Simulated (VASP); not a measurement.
Set up this calculation in VASP 6.6.1, as the native input.

```yaml
Task: single point
Functional: r2SCAN
Dispersion: D4
Potentials_or_basis: VASP PAW PBE potentials, release 64 (Hf_pv, In_d, Si, O)
Cutoff: 520 eV
k_mesh: 4 × 4 × 3
Occupations: fermi-dirac, width 0.05 eV
Spin: no spin polarisation
Dipole_correction: no
Further_INCAR_settings: ALGO = Normal; EDIFF = 1e-06; NBANDS = 63
```

HfIn4SiO6:

```
Hf In Si O
1.0
     2.67793   -4.63904    0.00961
     2.67793    4.63904    0.00961
    -1.84887    0.00000    7.22532
Hf In Si O
1 4 1 6
Direct
  0.78824 0.21176 0.00000
  0.62127 0.37873 0.50000
  0.45490 0.54510 0.00000
  0.28553 0.71447 0.50000
  0.95789 0.04211 0.50000
  0.12157 0.87843 0.00000
  0.06262 0.11374 0.86481
  0.88626 0.93738 0.13519
  0.79416 0.53821 0.86484
  0.46179 0.20584 0.13516
  0.15487 0.63027 0.13510
  0.36973 0.84513 0.86490
```

The input as run:

POSCAR

```
HfIn4SiO6
1.0
    2.6779306131     -4.6390430571      0.0096147615
    2.6779306131      4.6390430571      0.0096147615
   -1.8488719027      0.0000000000      7.2253170284
Hf In Si O
1 4 1 6
Direct
    0.7882396831      0.2117603169      0.0000000000
    0.6212685396      0.3787314604      0.5000000000
    0.4549016493      0.5450983507      0.0000000000
    0.2855254129      0.7144745871      0.5000000000
    0.9578944114      0.0421055886      0.5000000000
    0.1215723821      0.8784276179      0.0000000000
    0.0626245596      0.1137413637      0.8648079844
    0.8862586363      0.9373754404      0.1351920156
    0.7941600388      0.5382093515      0.8648418595
    0.4617906485      0.2058399612      0.1351581405
    0.1548710908      0.6302670525      0.1350973686
    0.3697329475      0.8451289092      0.8649026314
```

INCAR.step1

```
SYSTEM = HfIn4SiO6
PREC     = Accurate       ! precision mode
ENCUT    = 520            ! plane-wave cutoff, eV
ISMEAR   = -1             ! smearing method
SIGMA    = 0.05           ! smearing width, eV
LREAL    = .False.        ! projectors in reciprocal space
LASPH    = .True.         ! aspherical terms in the spheres
NELM     = 60             ! most SCF steps
NBANDS   = 63             ! bands
GGA      = PE             ! functional
ALGO     = Normal         ! electronic algorithm
EDIFF    = 1E-4           ! SCF threshold, eV
LWAVE    = .True.         ! write WAVECAR
LCHARG   = .False.        ! write CHGCAR
```

INCAR.step2

```
SYSTEM = HfIn4SiO6
PREC     = Accurate       ! precision mode
ENCUT    = 520            ! plane-wave cutoff, eV
EDIFF    = 1E-6           ! SCF threshold, eV
ISMEAR   = -1             ! smearing method
SIGMA    = 0.05           ! smearing width, eV
LREAL    = .False.        ! projectors in reciprocal space
LASPH    = .True.         ! aspherical terms in the spheres
NELM     = 60             ! most SCF steps
ALGO     = Normal         ! electronic algorithm
ISIF     = 2              ! what is computed and relaxed
LWAVE    = .False.        ! write WAVECAR
LCHARG   = .True.         ! write CHGCAR
METAGGA  = R2SCAN         ! meta-GGA
LMIXTAU  = .True.       
IVDW     = 13             ! dispersion correction
VDW_S6   = 1.0          
VDW_S8   = 0.6018749    
VDW_A1   = 0.51559235   
VDW_A2   = 5.77342911   
LELF     = .True.         ! ELF
LVHAR    = .True.       
NBANDS   = 63             ! bands
ISTART   = 1
```

KPOINTS

```
Automatic mesh
0
Gamma
  4 4 3
  0 0 0
```

Potentials or basis: VASP PAW PBE potentials, release 64 (Hf_pv, In_d, Si, O).

Command:

```bash
$ cat potpaw_PBE.64/Hf_pv/POTCAR potpaw_PBE.64/In_d/POTCAR potpaw_PBE.64/Si/POTCAR potpaw_PBE.64/O/POTCAR > POTCAR
$ cp INCAR.step1 INCAR
$ mpirun -np 1 vasp_std > vasp.out
$ cp INCAR.step2 INCAR
$ mpirun -np 1 vasp_std > vasp.out
```

Results of the run:

The pressure is -0.3 GPa and the largest force is 0.173 eV/Å. The band gap on the k mesh is zero (bands 51 and 52 overlap by 1.35 eV). The dispersion energy per atom is -0.090 eV.

Caveat: the PAW data sets were made with another functional, which shifts forces and pressure a little; spin-orbit coupling is left out, which moves the levels of the heavy elements.

Run time: 22 min on 1 thread of AMD EPYC 7R43 64-Core Processor (Zen 3) (shared host), peak memory 0.39 GiB.
